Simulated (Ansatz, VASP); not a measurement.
Two plane-wave programs on InSb3

File INCAR:

```
ALGO = Normal ; EDIFF = 1E-7
ENCUT = 520 ; GGA = PE
ISIF = 2 ; ISMEAR = 0
LASPH = True ; LCHARG = False
LREAL = False ; LWAVE = False
NBANDS = 22 ; NELM = 60
PREC = Accurate ; SIGMA = 0.1
```

File KPOINTS:

```
k-points
0
Gamma
  10 10 10
```

File POSCAR:

```
InSb3
1.0
    0.0000000000      3.8396722590      3.8396722590
    3.8396722590      0.0000000000      3.8396722590
    3.8396722590      3.8396722590      0.0000000000
In Sb
1 3
Direct
    0.0000000000      0.0000000000      0.0000000000
    0.2500000000      0.2500000000      0.2500000000
    0.7500000000      0.7500000000      0.7500000000
    0.5000000000      0.5000000000      0.5000000000
```

Input for Ansatz:

```yaml
crystal:
  lattice:
    - [0.0, 3.839672259, 3.839672259]
    - [3.839672259, 0.0, 3.839672259]
    - [3.839672259, 3.839672259, 0.0]
  atoms:
    - { symbol: In, position: [0.0, 0.0, 0.0] }
    - { symbol: Sb, position: [0.25, 0.25, 0.25] }
    - { symbol: Sb, position: [0.75, 0.75, 0.75] }
    - { symbol: Sb, position: [0.5, 0.5, 0.5] }
basis:
  ecutwfc: 420
kpoints:
  mp_grid: { grid: [10, 10, 10] }
hamiltonian:
  xc: pbe
scf:
  occupations: { method: gaussian, width: 0.1 }
output:
  forces: true
  stress: true
  eigenvalues: true
```

Alike in both runs: task single point; functional PBE; k mesh 10 × 10 × 10; occupations gaussian, width 0.1 eV; no spin polarisation.

```csv
,VASP,Ansatz
version,VASP 6.6.1,Ansatz 0.2.0
potentials or method,"VASP PAW PBE potentials, release 64 (In_d, Sb), cutoff 520 eV","scalar-relativistic, plane waves, PAW"
valence electrons in the cell,28,58
```

```csv
,VASP,Ansatz,Ansatz less VASP
gap on the k mesh at the Fermi level (eV),none,none,-
pressure (GPa),-1.9,-1.8,+0.09
```

A gap of «none» marks a metal or a gap that the smearing closes. VASP's potentials hold 28 valence electrons a cell and Ansatz's 58, so a difference there can come from the potentials and not from the codes.

Neither program's run includes spin-orbit coupling.
